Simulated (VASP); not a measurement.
# InSb (F-43m) in VASP: settings compared

InSb is run at these levels: LDA, PBE0, HF; tasks: single point.

All numbers are computed with VASP 6.6.1; they aren't measurements. Logs are shortened: lines on timing, memory, paths and dates and some standing lists are left out, and cuts for length are marked.

### Step 1. The cell of the first run

Symmetry: F-43m, No. 216, cubic system. Conventional cell: a = 6.520 Å, b = 6.520 Å, c = 6.520 Å, α = 90.00°, β = 90.00°, γ = 90.00°. Within 3.7 Å of In (site symmetry -43m) lie 4 Sb at 2.82 Å. Sb (site symmetry -43m) has 4 In at 2.82 Å within 3.7 Å.

### Step 2. Single point, LDA

The input, INCAR:

```
SYSTEM = InSb
PREC = Accurate
ENCUT = 520
EDIFF = 1E-6
ISMEAR = 0
SIGMA = 0.1
LREAL = .False.
LASPH = .True.
NELM = 60
ALGO = Normal
ISIF = 2
LWAVE = .False.
LCHARG = .False.
GGA = CA
NBANDS = 16
```

The input, KPOINTS:

```
Automatic mesh
0
Gamma
  12 12 12
  0 0 0
```

The input, POSCAR:

```
InSb
1.0
    0.0000000000      3.2599290560      3.2599290560
    3.2599290560      0.0000000000      3.2599290560
    3.2599290560      3.2599290560      0.0000000000
In Sb
1 1
Direct
    0.0000000000      0.0000000000      0.0000000000
    0.2500000000      0.2500000000      0.2500000000
```

Potentials or basis: VASP PAW LDA potentials, release 64 (In_d, Sb).

Run with:

```bash
cat potpaw_LDA.64/In_d/POTCAR potpaw_LDA.64/Sb/POTCAR > POTCAR
mpirun -np 1 vasp_std > vasp.out
```

OUTCAR:

```text
SYSTEM = InSb
   PREC = Accurate
   ENCUT = 520
   EDIFF = 1E-6
   ISMEAR = 0
   LREAL = .False.
   LASPH = .True.
   NELM = 60
   ISIF = 2
   GGA = CA

 ion  position               nearest neighbor table
   1  0.000  0.000  0.000-   2 2.82   2 2.82   2 2.82   2 2.82
   2  0.250  0.250  0.250-   1 2.82   1 2.82   1 2.82   1 2.82

  LATTYP: Found a face centered cubic cell.
 ALAT       =     6.5198581120

  Lattice vectors:

 A1 = (   0.0000000000,   3.2599290560,   3.2599290560)
 A2 = (   3.2599290560,   0.0000000000,   3.2599290560)
 A3 = (   3.2599290560,   3.2599290560,   0.0000000000)

Analysis of symmetry for initial positions (statically):
=====================================================================
 Subroutine PRICEL returns:
 Original cell was already a primitive cell.

 Routine SETGRP: Setting up the symmetry group for a
 face centered cubic supercell.

 Subroutine GETGRP returns: Found 24 space group operations
 (whereof 24 operations were pure point group operations)
 out of a pool of 48 trial point group operations.

The static configuration has the point symmetry T_d .

Analysis of symmetry for dynamics (positions and initial velocities):
=====================================================================
 Subroutine PRICEL returns:
 Original cell was already a primitive cell.

 Routine SETGRP: Setting up the symmetry group for a
 face centered cubic supercell.

 Subroutine GETGRP returns: Found 24 space group operations
 (whereof 24 operations were pure point group operations)
 out of a pool of 48 trial point group operations.

The dynamic configuration has the point symmetry T_d .

 Subroutine INISYM returns: Found 24 space group operations
 (whereof 24 operations are pure point group operations),
 and found     1 'primitive' translations

----------------------------------------------------------------------------------------

                                     Primitive cell

  volume of cell :      69.2874

  direct lattice vectors                    reciprocal lattice vectors
     0.000000000  3.259929056  3.259929056    -0.153377571  0.153377571  0.153377571
     3.259929056  0.000000000  3.259929056     0.153377571 -0.153377571  0.153377571
     3.259929056  3.259929056  0.000000000     0.153377571  0.153377571 -0.153377571

  length of vectors
     4.610235883  4.610235883  4.610235883     0.265657746  0.265657746  0.265657746

  position of ions in fractional coordinates (direct lattice)
     0.000000000  0.000000000  0.000000000
     0.250000000  0.250000000  0.250000000

  ion indices of the primitive-cell ions
   primitive index   ion index
                 1           1
                 2           2

----------------------------------------------------------------------------------------

 KPOINTS: Automatic mesh

Automatic generation of k-mesh.
 Grid dimensions read from file:
 generate k-points for:   12   12   12

 Generating k-lattice:

  Cartesian coordinates                     Fractional coordinates (reciprocal lattice)
    -0.012781464  0.012781464  0.012781464     0.083333333  0.000000000  0.000000000
     0.012781464 -0.012781464  0.012781464     0.000000000  0.083333333  0.000000000
     0.012781464  0.012781464 -0.012781464     0.000000000  0.000000000  0.083333333

  Length of vectors
     0.022138145  0.022138145  0.022138145

  Shift w.r.t. Gamma in fractional coordinates (k-lattice)
     0.000000000  0.000000000  0.000000000

 Subroutine IBZKPT returns following result:
 ===========================================

 Found     72 irreducible k-points:

 Following reciprocal coordinates:
            Coordinates               Weight
  0.000000  0.000000  0.000000      1.000000
  0.083333  0.000000  0.000000      8.000000
  0.166667  0.000000  0.000000      8.000000
  0.250000  0.000000  0.000000      8.000000
  0.333333  0.000000  0.000000      8.000000
  0.416667  0.000000  0.000000      8.000000
[... 16 lines left out ...]
  0.500000  0.166667  0.000000     24.000000
 -0.416667  0.166667  0.000000     24.000000
 [... further k-points ...]
   k-points           NKPTS =     72   k-points in BZ     NKDIM =     72   number of bands    NBANDS=     16
   number of dos      NEDOS =    301   number of ions     NIONS =      2
   total plane-waves  NPLWV =  46656
   dimension x,y,z NGX =    36 NGY =   36 NGZ =   36
   dimension x,y,z NGXF=    72 NGYF=   72 NGZF=   72
   ions per type =               1   1
   NGX,Y,Z   is equivalent  to a cutoff of  12.98, 12.98, 12.98 a.u.
   NGXF,Y,Z  is equivalent  to a cutoff of  25.96, 25.96, 25.96 a.u.
 SYSTEM =  InSb
   PREC   = accura    normal or accurate (medium, high low for compatibility)
   ISTART =      0    job   : 0-new  1-cont  2-samecut
   ICHARG =      2    charge: 1-file 2-atom 10-const
   ISPIN  =      1    spin polarized calculation?
   LNONCOLLINEAR =      F non collinear calculations
   LSORBIT =      F    spin-orbit coupling
   LASPH  =      T    aspherical Exc in radial PAW
   ENCUT  =  520.0 eV  38.22 Ry    6.18 a.u.   8.57  8.57  8.57*2*pi/ulx,y,z
   NELM   =     60;   NELMIN=  2; NELMDL= -5     # of ELM steps
   EDIFF  = 0.1E-05   stopping-criterion for ELM
   LREAL  =      F    real-space projection
   EDIFFG = 0.1E-04   stopping-criterion for IOM
   NSW    =      0    number of steps for IOM
   IBRION =     -1    ionic relax: 0-MD 1-quasi-New 2-CG
   NFREE  =      0    steps in history (QN), initial steepest desc. (CG)
   ISIF   =      2    stress and relaxation
   ISYM   =      2    0-nonsym 1-usesym 2-fastsym
   POTIM  = 0.5000    time-step for ionic-motion
   TEBEG  =    0.0;   TEEND  =   0.0 temperature during run
   PSTRESS=    0.0 pullay stress
   NELECT =      18.0000    total number of electrons
   NUPDOWN=      -1.0000    fix difference up-down
   EMIN   =  10.00;   EMAX   =-10.00  energy-range for DOS
   EFERMI =   0.00;   METHOD = LEGACY
   ISMEAR =     0;   SIGMA  =   0.10  broadening in eV -4-tet -1-fermi 0-gaus
   EFERMI_NEDOS =   21; number of points for ismear=-14 and -15
   IALGO  =     38    algorithm
   IMIX   =      4    mixing-type and parameters
     AMIX     =   0.40;   BMIX     =  1.00
     AMIX_MAG =   1.60;   BMIX_MAG =  1.00
  volume/ion in A,a.u.               =      34.64       233.79
  Fermi-wavevector in a.u.,A,eV,Ry     =   1.044594  1.973996 14.846359  1.091177
  Thomas-Fermi vector in A             =   2.179353
   LORBIT       =      0    0 simple, 1 ext, 2 COOP (PROOUT), +10 PAW based schemes
   GGA     = CA    functional components
   LHFCALC =     F    Hartree Fock is set to
   AEXX    =    0.0000 exact exchange contribution
   IVDW    =     0    specifies the selected vdW correction
   LEPSILON=     F    determine dielectric tensor
   LRPA    =     F    only Hartree local field effects (RPA)
 non-spin polarized calculation
 Gauss-broadening in eV      SIGMA  =   0.10
  energy-cutoff  :      520.00
  volume of cell :       69.29
 maximum number of plane-waves:      1892
 NGX is ok and might be reduce to    36
   NGX = 17   NGY = 17   NGZ = 17

 number of electron      17.9999994 magnetization

 Free energy of the ion-electron system (eV)
  ---------------------------------------------------
  ext. energy  EPLUGINS =         0.00000000
  ---------------------------------------------------
  free energy    TOTEN  =        -8.20830381 eV

  energy without entropy =       -8.20815669  energy(sigma->0) =       -8.20823025

 E-fermi :   4.7454     XC(G=0):  -8.9146

 val. band max:        4.6892878897   @ k =   0.0000   0.0000   0.0000
 cond. band min:       5.0777532211   @ k =   0.5000   0.0000   0.0000
 fundamental gap:      0.3884653314
 Fermi energy:         4.7454148682

 k-point     1 :       0.0000    0.0000    0.0000
  band No.  band energies     occupation
      1      -9.8271      2.00000
      2      -9.8271      2.00000
      3      -9.8271      2.00000
      4      -9.7450      2.00000
      5      -9.7450      2.00000
      6      -5.9651      2.00000
[... 8 lines left out ...]
     15      12.9131      0.00000
     16      12.9131      0.00000

 k-point     2 :       0.0833    0.0000    0.0000
  band No.  band energies     occupation
      1      -9.8303      2.00000
      2      -9.8257      2.00000
      3      -9.8257      2.00000
      4      -9.7452      2.00000
      5      -9.7452      2.00000
      6      -5.9033      2.00000
[... 8 lines left out ...]
     15      12.3825      0.00000
     16      12.3825      0.00000

 k-point     3 :       0.1667    0.0000    0.0000
  band No.  band energies     occupation
      1      -9.8388      2.00000
      2      -9.8220      2.00000
      3      -9.8220      2.00000
      4      -9.7453      2.00000
      5      -9.7453      2.00000
      6      -5.7227      2.00000
[... 8 lines left out ...]
     15      11.9537      0.00000
     16      11.9537      0.00000

 k-point     4 :       0.2500    0.0000    0.0000
  band No.  band energies     occupation
      1      -9.8504      2.00000
      2      -9.8172      2.00000
      3      -9.8172      2.00000
      4      -9.7452      2.00000
      5      -9.7452      2.00000
      6      -5.4408      2.00000
[... 8 lines left out ...]
     15      11.9203      0.00000
     16      11.9203      0.00000

 k-point     5 :       0.3333    0.0000    0.0000
  band No.  band energies     occupation
      1      -9.8618      2.00000
      2      -9.8129      2.00000
      3      -9.8129      2.00000
      4      -9.7447      2.00000
      5      -9.7447      2.00000
      6      -5.0978      2.00000
[... 8 lines left out ...]
     15      12.3467      0.00000
     16      12.3467      0.00000

 k-point     6 :       0.4167    0.0000    0.0000
  band No.  band energies     occupation
      1      -9.8701      2.00000
      2      -9.8101      2.00000
      3      -9.8101      2.00000
      4      -9.7439      2.00000
      5      -9.7439      2.00000
      6      -4.7817      2.00000
[... 8 lines left out ...]
     15      13.1174      0.00000
     16      13.1174      0.00000

 k-point     7 :       0.5000    0.0000    0.0000
  band No.  band energies     occupation
      1      -9.8731      2.00000
      2      -9.8092      2.00000
      3      -9.8092      2.00000
      4      -9.7435      2.00000
      5      -9.7435      2.00000
      6      -4.6435      2.00000
[... 8 lines left out ...]
     15      13.7455      0.00000
     16      13.7455      0.00000

 k-point     8 :       0.0833    0.0833    0.0000
  band No.  band energies     occupation
      1      -9.8329      2.00000
      2      -9.8244      2.00000
      3      -9.8244      2.00000
      4      -9.7460      2.00000
      5      -9.7445      2.00000
      6      -5.8826      2.00000
[... 8 lines left out ...]
     15      11.7707      0.00000
     16      12.9812      0.00000

 k-point     9 :       0.1667    0.0833    0.0000
  band No.  band energies     occupation
      1      -9.8403      2.00000
      2      -9.8213      2.00000
      3      -9.8207      2.00000
      4      -9.7470      2.00000
      5      -9.7440      2.00000
      6      -5.7413      2.00000
[... 8 lines left out ...]
     15      11.4845      0.00000
     16      12.6413      0.00000
[... 172 lines left out ...]
 k-point    19 :       0.1667    0.1667    0.0000
  band No.  band energies     occupation
      1      -9.8482      2.00000
      2      -9.8169      2.00000
      3      -9.8169      2.00000
      4      -9.7489      2.00000
      5      -9.7429      2.00000
      6      -5.6404      2.00000
[... 8 lines left out ...]
     15      11.8805      0.00000
     16      13.1847      0.00000

 k-point    20 :       0.2500    0.1667    0.0000
  band No.  band energies     occupation
      1      -9.8578      2.00000
      2      -9.8125      2.00000
      3      -9.8118      2.00000
      4      -9.7505      2.00000
      5      -9.7421      2.00000
      6      -5.4287      2.00000
[... 8 lines left out ...]
     15      12.5767      0.00000
     16      13.1138      0.00000

 k-point    21 :       0.3333    0.1667    0.0000
  band No.  band energies     occupation
      1      -9.8673      2.00000
      2      -9.8089      2.00000
      3      -9.8071      2.00000
      4      -9.7512      2.00000
      5      -9.7415      2.00000
      6      -5.1297      2.00000
[... 8 lines left out ...]
     15      12.8567      0.00000
     16      13.2797      0.00000

 k-point    22 :       0.4167    0.1667    0.0000
  band No.  band energies     occupation
      1      -9.8747      2.00000
      2      -9.8065      2.00000
      3      -9.8039      2.00000
      4      -9.7505      2.00000
      5      -9.7415      2.00000
      6      -4.7960      2.00000
[... 8 lines left out ...]
     15      13.1183      0.00000
     16      13.8142      0.00000

 k-point    23 :       0.5000    0.1667    0.0000
  band No.  band energies     occupation
      1      -9.8787      2.00000
      2      -9.8054      2.00000
      3      -9.8027      2.00000
      4      -9.7486      2.00000
      5      -9.7423      2.00000
      6      -4.5352      2.00000
[... 8 lines left out ...]
     15      13.5134      0.00000
     16      13.8359      0.00000

 k-point    24 :      -0.4167    0.1667    0.0000
  band No.  band energies     occupation
      1      -9.8783      2.00000
      2      -9.8054      2.00000
      3      -9.8036      2.00000
      4      -9.7466      2.00000
      5      -9.7441      2.00000
      6      -4.4941      2.00000
[... 8 lines left out ...]
     15      12.8365      0.00000
     16      13.1094      0.00000

 [... further k-points ...]
[... 5 lines left out ...]
  --------------------------------------------------------------------------------------
  -------------------------------------------------------------------------------------
  Total       -0.5738221     -0.5738221     -0.5738221     -0.0000000      0.0000000     -0.0000000
  in kB      -13.2688549    -13.2688549    -13.2688549     -0.0000000      0.0000000     -0.0000000
  external PRESSURE =     -13.2688549 kB  Pullay stress =       0.0000000 kB

 VOLUME and BASIS-vectors are now :
 -----------------------------------------------------------------------------
  energy-cutoff  :      520.00
  volume of cell :       69.29
      direct lattice vectors                 reciprocal lattice vectors
     0.000000000  3.259929056  3.259929056    -0.153377571  0.153377571  0.153377571
     3.259929056  0.000000000  3.259929056     0.153377571 -0.153377571  0.153377571
     3.259929056  3.259929056  0.000000000     0.153377571  0.153377571 -0.153377571

 POSITION                                       TOTAL-FORCE (eV/Angst)
 -----------------------------------------------------------------------------------
      0.00000      0.00000      0.00000        -0.000000     -0.000000     -0.000000
      1.62996      1.62996      1.62996         0.000000      0.000000      0.000000
 -----------------------------------------------------------------------------------
    total drift:                                0.000000      0.000000      0.000000

  FREE ENERGIE OF THE ION-ELECTRON SYSTEM (eV)
  ---------------------------------------------------
  free  energy   TOTEN  =        -8.2083038095 eV

  energy  without entropy=       -8.2081566922  energy(sigma->0) =       -8.20823025
```

It took 42 s on 1 thread of Intel Xeon Platinum 8488C (Sapphire Rapids), shared host; peak memory 0.22 GiB.

What came out:

| Property | Result |
| --- | --- |
| Free energy | -8.2083 eV |
| Pressure | -1.3 GPa |
| Band gap on the k mesh | zero (filled and empty bands touch) |

Caveat: spin-orbit coupling is left out, which moves the levels of the heavy elements.

(Part 1 of 2 ends here.)
